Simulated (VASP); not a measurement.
# BiSb4O: single point with PBE

The system is BiSb4O.

```
CELL_PARAMETERS angstrom
0.00000 4.35493 4.35493
4.35493 0.00000 4.35493
4.35493 4.35493 0.00000
ATOMIC_POSITIONS crystal
Sb 0.62844 0.11468 0.62844
Sb 0.62844 0.62844 0.11468
Sb 0.62844 0.62844 0.62844
Sb 0.11468 0.62844 0.62844
Bi 0.25000 0.25000 0.25000
O 0.00000 0.00000 0.00000
```

The cell was built from a structure type or drawn by symmetry, and may not be a known phase.

```
Program             : VASP 6.6.1
Task                : single point
Functional          : PBE
Potentials or basis : VASP PAW PBE potentials, release 64 (Sb, Bi_d, O)
Cutoff              : 520 eV
k mesh              : 4 × 4 × 4
Occupations         : gaussian, width 0.1 eV
Spin                : no spin polarisation
```

- Pressure: -0.3 GPa
- Largest force: 0.043 eV/Å
- Band gap on the k mesh: zero (an odd number of electrons rules out a gap without spin polarisation)

Forces on the atoms (eV/Å):
```
Sb  -0.025  0.025 -0.025
Sb  -0.025 -0.025  0.025
Sb   0.025  0.025  0.025
Sb   0.025 -0.025 -0.025
Bi   0.000  0.000  0.000
O    0.000  0.000  0.000
```

Levels at points of the mesh, in eV from the Fermi level:
| k point | band 18 | band 19 | band 20 | band 21 | band 22 | band 23 |
| --- | --- | --- | --- | --- | --- | --- |
| (0.00, 0.00, 0.00) | -1.25 | -1.25 | -1.25 | 0.73 | 0.73 | 0.73 |
| (0.50, 0.00, 0.00) | -0.79 | -0.79 | -0.21 | -0.13 | 0.55 | 0.55 |
| (0.50, 0.50, 0.00) | -0.67 | -0.50 | -0.40 | -0.08 | -0.08 | -0.05 |

Wall time 58 s on 1 thread of AMD EPYC 9R45 (Zen 5) (shared host), peak memory 0.3 GiB.

Caveat: spin-orbit coupling is left out, which moves the levels of the heavy elements; an odd number of electrons without spin polarisation forces a metal; a magnetic or distorted state may lie lower.
